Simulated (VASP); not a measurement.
# HC12 in VASP: further runs, part 2 of 2

VASP 6.6.1. The steps go on from the part before.

### 3 Single point, LDA

INCAR reads:

```
SYSTEM = HC12
ALGO = Normal
DIPOL = 0.5 0.5 0.302
EDIFF = 1E-7
ENCUT = 520
GGA = CA
IDIPOL = 3
ISIF = 2
ISMEAR = 0
LASPH = .TRUE.
LCHARG = .FALSE.
LDIPOL = .TRUE.
LREAL = Auto
LWAVE = .FALSE.
NBANDS = 68
NELM = 100
PREC = Accurate
SIGMA = 0.05
```

KPOINTS reads:

```
k-points
0
G
  6 4 1
  0 0 0
```

POSCAR reads:

```
HC12
1.0
    4.8892663280      0.0000000000      0.0000000000
   -2.4446331640      6.7739291692      0.0000000000
    0.0000000000      0.0000000000     22.7684096771
C H
24 2
Direct
    0.4020794403      0.3041588806      0.1756820110
    0.4020794403      0.8041588805      0.1756820110
    0.9020794403      0.3041588806      0.1756820110
    0.9020794403      0.8041588805      0.1756820110
    0.1630408159      0.3260816317      0.2059829668
    0.1630408159      0.8260816317      0.2059829668
    0.6630408159      0.3260816317      0.2059829668
    0.6630408159      0.8260816317      0.2059829668
    0.1846395683      0.3692791367      0.2666259491
    0.1846395683      0.8692791367      0.2666259491
    0.6846395683      0.3692791367      0.2666259491
    0.6846395683      0.8692791367      0.2666259491
    0.4461625696      0.3923265051      0.2960492075
    0.4461625696      0.8923265051      0.2960492075
    0.9461625696      0.3923265051      0.2960492075
    0.9461625696      0.8923265051      0.2960492075
    0.4715644646      0.4431294558      0.3591099590
    0.4715644646      0.9431294558      0.3591099590
    0.9715644646      0.4431294558      0.3591099590
    0.9715644646      0.9431294558      0.3591099590
    0.2327030006      0.4654044969      0.3851129614
    0.2327030006      0.9654044969      0.3851129614
    0.7327030006      0.4654044969      0.3851129614
    0.7327030006      0.9654044969      0.3851129614
    0.2327030006      0.9133323862      0.5432267713
    0.2327030006      1.0174766075      0.5432267713
```

Potentials or basis: VASP PAW LDA potentials, release 64 (C, H).

Command:

```sh
$ cat potpaw_LDA.64/C/POTCAR potpaw_LDA.64/H/POTCAR > POTCAR
$ mpirun -np 1 vasp_std > vasp.out
```

OUTCAR:

```text
SYSTEM = HC12
   EDIFF = 1E-7
   ENCUT = 520
   GGA = CA
   ISIF = 2
   ISMEAR = 0
   LASPH = .TRUE.
   LREAL = Auto
   NELM = 100
   PREC = Accurate

 ion  position               nearest neighbor table
   1  0.402  0.304  0.176-   5 1.41   7 1.41
   2  0.402  0.804  0.176-   8 1.41   6 1.41
   3  0.902  0.304  0.176-   7 1.41   5 1.41
   4  0.902  0.804  0.176-   6 1.41   8 1.41
   5  0.163  0.326  0.206-   1 1.41   3 1.41   9 1.41
   6  0.163  0.826  0.206-   4 1.41   2 1.41  10 1.41
   7  0.663  0.326  0.206-   3 1.41   1 1.41  11 1.41
[... 1180 lines left out ...]
  Total        1.8616862     -1.0637855      4.6781206     -0.1160521      1.7541806     -0.0118563
  in kB        3.9554874     -2.2602037      9.9395095     -0.2465735      3.7270724     -0.0251908
  external PRESSURE =       3.8782644 kB  Pullay stress =       0.0000000 kB

 VOLUME and BASIS-vectors are now :
 -----------------------------------------------------------------------------
  energy-cutoff  :      520.00
  volume of cell :      754.08
      direct lattice vectors                 reciprocal lattice vectors
     4.889266328  0.000000000  0.000000000     0.204529664  0.073812405  0.000000000
    -2.444633164  6.773929169  0.000000000     0.000000000  0.147624809  0.000000000
     0.000000000  0.000000000 22.768409677     0.000000000  0.000000000  0.043920503

 POSITION                                       TOTAL-FORCE (eV/Angst)
 -----------------------------------------------------------------------------------
      1.22232      2.06035      4.00000         0.001924      0.294868      1.824083
      0.00000      5.44732      4.00000         0.003784      0.293597      1.818492
      3.66695      2.06035      4.00000         0.002461      0.294629      1.823813
      2.44463      5.44732      4.00000         0.000591      0.293578      1.818495
      0.00000      2.20885      4.68990        -0.000500     -0.704372     -3.471668
     -1.22232      5.59582      4.68990        -0.000628     -0.703690     -3.464921
[... 18 lines left out ...]
     -1.09502      6.18685     12.36841         0.194779     -0.532734     -0.019009
      1.09502      0.11839     12.36841        -0.193771      0.531284     -0.022043
 -----------------------------------------------------------------------------------
    total drift:                               -0.009785      0.010907      0.023314

  FREE ENERGIE OF THE ION-ELECTRON SYSTEM (eV)
  ---------------------------------------------------
  free  energy   TOTEN  =      -221.4016445287 eV

  energy  without entropy=     -221.3767029733  energy(sigma->0) =     -221.38917375

 vacuum level on the upper side and lower side of the slab         2.819         3.403
```

OSZICAR:

```text
N       E                     dE             d eps       ncg     rms          rms(c)
DAV:   1     0.765429729926E+03    0.76543E+03   -0.39165E+04  1944   0.114E+03
DAV:   2    -0.106524895183E+03   -0.87195E+03   -0.83045E+03  2736   0.275E+02
DAV:   3    -0.232770304305E+03   -0.12625E+03   -0.12414E+03  2264   0.106E+02
[... 28 lines left out ...]
DAV:  32    -0.221401641578E+03   -0.35078E-05   -0.70260E-08  1588   0.511E-04    0.278E-04
DAV:  33    -0.221401643207E+03   -0.16286E-05   -0.25047E-08  1484   0.307E-04    0.385E-04
DAV:  34    -0.221401644241E+03   -0.10345E-05   -0.41555E-08  1484   0.299E-04    0.310E-04
DAV:  35    -0.221401644480E+03   -0.23805E-06   -0.52699E-09  1340   0.145E-04    0.135E-04
DAV:  36    -0.221401644529E+03   -0.49163E-07   -0.40231E-10  1344   0.885E-05
   1 F= -.22140164E+03 E0= -.22138917E+03  d E =-.249416E-01
```

stdout:

```text
POSCAR found type information on POSCAR C H
 POSCAR found :  2 types and      26 ions
 scaLAPACK will be used
 LDA part: xc-table for (Slater(with rela. corr.)+CA(PZ))
 , standard interpolation
 -----------------------------------------------------------------------------
|                                                                             |
|           W    W    AA    RRRRR   N    N  II  N    N   GGGG   !!!           |
|           W    W   A  A   R    R  NN   N  II  NN   N  G    G  !!!           |
|           W    W  A    A  R    R  N N  N  II  N N  N  G       !!!           |
|           W WW W  AAAAAA  RRRRR   N  N N  II  N  N N  G  GGG   !            |
|           WW  WW  A    A  R   R   N   NN  II  N   NN  G    G                |
|           W    W  A    A  R    R  N    N  II  N    N   GGGG   !!!           |
|                                                                             |
|     Your reciprocal lattice and k-lattice belong to different lattice       |
|     classes:                                                                |
|                                                                             |
|        The reciprocal lattice is base centered orthorhombic,                |
|        whereas your k-lattice is simple monoclinic.                         |
|                                                                             |
|     Results are often still useful ...                                      |
|                                                                             |
 -----------------------------------------------------------------------------

 POSCAR, INCAR and KPOINTS ok, starting setup
 FFT: planning ... GRIDC
 FFT: planning ... GRID_SOFT
 FFT: planning ... GRID
 WAVECAR not read
 entering main loop
```

It took 23 min on 1 thread of Intel Xeon Platinum 8559C (Emerald Rapids), shared host; peak memory 0.8 GiB.

Results:

```
Free energy            : -221.4016 eV
Largest force          : 3.543 eV/Å
Band gap on the k mesh : zero (band 49 reaches -3.64 eV, above the bottom of band 50 at -3.69 eV)
```

Forces in eV/Å, atoms in the order of the input:
```
C    0.002  0.295  1.824
C    0.004  0.294  1.818
C    0.002  0.295  1.824
C    0.001  0.294  1.818
C   -0.001 -0.704 -3.472
C   -0.001 -0.704 -3.465
C   -0.001 -0.704 -3.472
C   -0.001 -0.703 -3.463
C   -0.002  0.396  1.551
C   -0.002  0.396  1.547
C   -0.002  0.396  1.550
C   -0.002  0.396  1.549
C    0.002 -0.003  0.019
C    0.000 -0.001  0.022
C    0.001 -0.002  0.019
C    0.003 -0.001  0.022
C    0.002 -0.061 -0.025
C    0.003 -0.059 -0.010
C    0.002 -0.061 -0.026
C    0.001 -0.059 -0.011
C   -0.003  0.077  0.108
C   -0.003  0.073  0.101
C   -0.002  0.077  0.104
C   -0.002  0.076  0.107
H    0.195 -0.533 -0.019
H   -0.194  0.531 -0.022
```

### 4 Single point, LDA

INCAR reads:

```
PREC     = Accurate       # precision mode
ENCUT    = 520            # plane-wave cutoff, eV
EDIFF    = 1E-6           # SCF threshold, eV
ISMEAR   = 0              # smearing method
SIGMA    = 0.05           # smearing width, eV
LREAL    = Auto         
LASPH    = T              # aspherical terms in the spheres
NELM     = 80             # most SCF steps
ALGO     = Normal         # electronic algorithm
ISIF     = 2              # what is computed and relaxed
LWAVE    = F              # write WAVECAR
LCHARG   = F              # write CHGCAR
LDIPOL   = T            
IDIPOL   = 3            
DIPOL    = 0.5 0.5 0.293
NBANDS   = 68             # bands
```

KPOINTS reads:

```
Automatic mesh
0
Gamma
  6 4 1
```

POSCAR, as its differences from that of step 3:

```diff
@@ -32,3 +32,3 @@
     0.7327030006      0.9654044969      0.3851129614
-    0.2327030006      0.9133323862      0.5432267713
-    0.2327030006      1.0174766075      0.5432267713
+    0.2327030006      0.8102296071      0.4329863094
+    0.2327030006      1.1205793867      0.4329863094
```

Command:

```sh
$ cat potpaw_LDA.64/C/POTCAR potpaw_LDA.64/H/POTCAR > POTCAR
$ mpirun -np 1 vasp_std > vasp.out
```

It took 16 min on 1 thread of Intel Xeon 6975P-C (Granite Rapids), shared host; peak memory 0.8 GiB.

Results (log left out):

```yaml
Free_energy: -222.0700 eV
Largest_force: 8.020 eV/Å
```

Forces on the atoms (eV/Å):
```
C    0.017  0.318  1.842
C    0.289  0.320  1.992
C   -0.020  0.319  1.840
C   -0.294  0.401  2.007
C   -0.010 -0.741 -3.513
C   -0.005 -0.802 -3.698
C    0.025 -0.722 -3.426
C    0.011 -0.646 -3.191
C   -0.048  0.395  1.532
C   -0.056  0.360  1.307
C    0.049  0.391  1.473
C    0.049  0.267  1.170
C    0.058  0.040  0.145
C    0.476  0.329  0.874
C   -0.056  0.044  0.070
C   -0.487  0.015  0.875
C    0.052 -0.029 -0.395
C    2.530  0.309 -2.433
C   -0.002 -0.183 -0.551
C   -2.462 -0.966 -2.292
C   -0.165  0.362  0.774
C   -0.444  0.584  7.987
C    0.078  0.157  0.288
C    0.229  0.111 -0.099
H   -1.276  1.769 -2.046
H    1.460 -2.403 -2.532
```

Levels at points of the mesh, in eV from the Fermi level:
| k point | band 47 | band 48 | band 49 | band 50 | band 51 | band 52 |
| --- | --- | --- | --- | --- | --- | --- |
| (0.00, 0.00, 0.00) | -0.29 | -0.27 | -0.23 | 0.10 | 0.36 | 0.65 |
| (0.50, 0.00, 0.00) | -0.14 | -0.08 | -0.06 | 0.00 | 0.07 | 0.08 |
| (0.00, 0.50, 0.00) | -0.34 | -0.29 | -0.26 | 0.23 | 0.42 | 0.52 |
| (0.50, 0.50, 0.00) | -0.14 | -0.12 | -0.02 | 0.02 | 0.08 | 0.12 |

### 5 Single point, LDA

INCAR reads:

```
PREC = Accurate ; ENCUT = 520
EDIFF = 1E-6 ; ISMEAR = 0
SIGMA = 0.05 ; LREAL = Auto
LASPH = T ; NELM = 80
ALGO = Normal ; ISIF = 2
LWAVE = F ; LCHARG = T
LDIPOL = T ; IDIPOL = 3
DIPOL = 0.5 0.5 0.295 ; LELF = T
LVHAR = T ; LVACPOTAV = T
NBANDS = 68
```

KPOINTS is that of step 4.

POSCAR, as its differences from that of step 4:

```diff
@@ -32,3 +32,3 @@
     0.7327030006      0.9654044969      0.3851129614
-    0.2327030006      0.8102296071      0.4329863094
-    0.2327030006      1.1205793867      0.4329863094
+    0.2327030006      0.8102296071      0.4610954312
+    0.2327030006      1.1205793867      0.4610954312
```

Potentials or basis: VASP PAW LDA potentials, release 64 (C, H).

Command:

```sh
$ cat potpaw_LDA.64/C/POTCAR potpaw_LDA.64/H/POTCAR > POTCAR
$ mpirun -np 1 vasp_std > vasp.out
```

OUTCAR:

```text
PREC = Accurate
   ENCUT = 520
   EDIFF = 1E-6
   ISMEAR = 0
   LREAL = Auto
   LASPH = T
   NELM = 80
   ISIF = 2

 ion  position               nearest neighbor table
   1  0.402  0.304  0.176-   5 1.41   7 1.41
   2  0.402  0.804  0.176-   8 1.41   6 1.41
   3  0.902  0.304  0.176-   7 1.41   5 1.41
   4  0.902  0.804  0.176-   6 1.41   8 1.41
   5  0.163  0.326  0.206-   1 1.41   3 1.41   9 1.41
   6  0.163  0.826  0.206-   4 1.41   2 1.41  10 1.41
   7  0.663  0.326  0.206-   3 1.41   1 1.41  11 1.41
   8  0.663  0.826  0.206-   2 1.41   4 1.41  12 1.41
[... 1178 lines left out ...]
  in kB        8.0284160    -10.9224607     -9.6335907      2.5599059     -0.4034293      0.0310490
  external PRESSURE =      -4.1758785 kB  Pullay stress =       0.0000000 kB

 VOLUME and BASIS-vectors are now :
 -----------------------------------------------------------------------------
  energy-cutoff  :      520.00
  volume of cell :      754.08
      direct lattice vectors                 reciprocal lattice vectors
     4.889266328  0.000000000  0.000000000     0.204529664  0.073812405  0.000000000
    -2.444633164  6.773929169  0.000000000     0.000000000  0.147624809  0.000000000
     0.000000000  0.000000000 22.768409677     0.000000000  0.000000000  0.043920503

 POSITION                                       TOTAL-FORCE (eV/Angst)
 -----------------------------------------------------------------------------------
      1.22232      2.06035      4.00000         0.061586      0.311101      1.892499
      0.00000      5.44732      4.00000         0.268719      0.317548      2.072932
      3.66695      2.06035      4.00000        -0.064948      0.384233      1.871168
      2.44463      5.44732      4.00000        -0.271533      0.445628      2.066617
      0.00000      2.20885      4.68990        -0.003704     -0.757536     -3.550295
     -1.22232      5.59582      4.68990        -0.003249     -0.824178     -3.823279
[... 18 lines left out ...]
     -0.84297      5.48844     10.49841        -0.352762      0.732114     -1.767603
      0.84297      0.81680     10.49841         0.416903     -1.238397     -2.256534
 -----------------------------------------------------------------------------------
    total drift:                               -0.009964      0.010969      0.023233

  FREE ENERGIE OF THE ION-ELECTRON SYSTEM (eV)
  ---------------------------------------------------
  free  energy   TOTEN  =      -219.1127242482 eV

  energy  without entropy=     -219.0864969126  energy(sigma->0) =     -219.09961058

 vacuum level on the upper side and lower side of the slab         2.403         3.618
```

It took 16 min on 1 thread of Intel Xeon 6975P-C (Granite Rapids), shared host; peak memory 0.8 GiB.

What came out:

| Property | Result |
| --- | --- |
| Free energy | -219.1127 eV |
| Largest force | 4.282 eV/Å |
| Band gap on the k mesh | zero (band 49 reaches -3.40 eV, above the bottom of band 50 at -3.43 eV) |

Forces on the atoms (eV/Å):
```
C    0.062  0.311  1.892
C    0.269  0.318  2.073
C   -0.065  0.384  1.871
C   -0.272  0.446  2.067
C   -0.004 -0.758 -3.550
C   -0.003 -0.824 -3.823
C    0.019 -0.719 -3.382
C    0.010 -0.670 -3.144
C   -0.035  0.358  1.478
C   -0.045  0.316  1.277
C    0.036  0.362  1.439
C    0.036  0.311  1.190
C    0.044  0.079  0.184
C    0.136  0.383  0.653
C   -0.040  0.043  0.150
C   -0.124  0.049  0.676
C    0.066  0.013 -0.316
C    1.284  0.064 -0.929
C   -0.023 -0.138 -0.393
C   -1.271 -0.413 -0.841
C   -0.128  0.228  0.674
C   -0.194  0.155  4.275
C    0.065  0.098  0.278
C    0.112  0.110  0.228
H   -0.353  0.732 -1.768
H    0.417 -1.238 -2.257
```

### 6 Single point, LDA

INCAR reads:

```
SYSTEM = HC12
PREC     = Accurate       ! precision mode
ENCUT    = 520            ! plane-wave cutoff, eV
EDIFF    = 1E-6           ! SCF threshold, eV
ISMEAR   = 0              ! smearing method
SIGMA    = 0.05           ! smearing width, eV
LREAL    = Auto         
LASPH    = .TRUE.         ! aspherical terms in the spheres
NELM     = 80             ! most SCF steps
ALGO     = Normal         ! electronic algorithm
ISIF     = 2              ! what is computed and relaxed
LWAVE    = .FALSE.        ! write WAVECAR
LCHARG   = .FALSE.        ! write CHGCAR
LDIPOL   = .TRUE.       
IDIPOL   = 3            
DIPOL    = 0.5 0.5 0.296
GGA      = CA             ! functional
NBANDS   = 68             ! bands
```

KPOINTS reads:

```
Automatic mesh
0
G
  6 4 1
  0 0 0
```

POSCAR, as its differences from that of step 5:

```diff
@@ -32,3 +32,3 @@
     0.7327030006      0.9654044969      0.3851129614
-    0.2327030006      0.8102296071      0.4610954312
-    0.2327030006      1.1205793867      0.4610954312
+    0.2327030006      0.8616074230      0.4751499921
+    0.2327030006      1.0692015708      0.4751499921
```

Potentials or basis: VASP PAW LDA potentials, release 64 (C, H).

Command:

```sh
$ cat potpaw_LDA.64/C/POTCAR potpaw_LDA.64/H/POTCAR > POTCAR
$ mpirun -np 1 vasp_std > vasp.out
```

Wall time 25 min (1 thread of Intel Xeon Platinum 8259CL at 2.50GHz (Skylake/Cascade Lake), shared host); peak memory 0.8 GiB.

It converged, with:

```yaml
Free_energy: -219.3763 eV
Largest_force: 3.626 eV/Å
Band_gap_on_the_k_mesh: zero (filled and empty bands overlap)
```

Forces in eV/Å, atoms in the order of the input:
```
C    0.005  0.320  1.895
C    0.187  0.300  1.724
C   -0.002  0.347  1.886
C   -0.184  0.313  1.721
C    0.005 -0.728 -3.553
C   -0.003 -0.734 -3.342
C   -0.004 -0.723 -3.525
C    0.004 -0.650 -3.068
C   -0.011  0.372  1.540
C   -0.022  0.298  1.224
C    0.004  0.372  1.520
C    0.009  0.374  1.433
C    0.013 -0.006  0.050
C   -0.166  0.156  0.325
C   -0.009  0.030  0.034
C    0.175  0.081  0.323
C    0.005 -0.074 -0.284
C    0.373 -0.039 -0.078
C    0.000 -0.109 -0.380
C   -0.382 -0.169 -0.132
C   -0.063  0.159  0.526
C   -0.096  0.029  0.188
C    0.050  0.124  0.408
C    0.059  0.136  0.970
H   -0.923  2.819 -0.526
H    0.975 -3.000 -0.878
```

Levels at points of the mesh, in eV from the Fermi level:
```tsv
k point	band 45	band 46	band 47	band 48	band 49	band 50	band 51	band 52	band 53	band 54
(0.00, 0.00, 0.00)	-0.42	-0.39	-0.26	-0.25	-0.15	0.05	0.39	0.57	0.79	0.79
(0.50, 0.00, 0.00)	-1.41	-0.18	-0.11	-0.07	-0.03	0.00	0.10	0.11	0.28	1.56
(0.00, 0.50, 0.00)	-0.44	-0.41	-0.26	-0.25	-0.18	0.12	0.43	0.50	0.85	0.90
(0.50, 0.50, 0.00)	-1.41	-0.24	-0.11	-0.08	-0.01	0.02	0.10	0.13	0.28	1.58
```
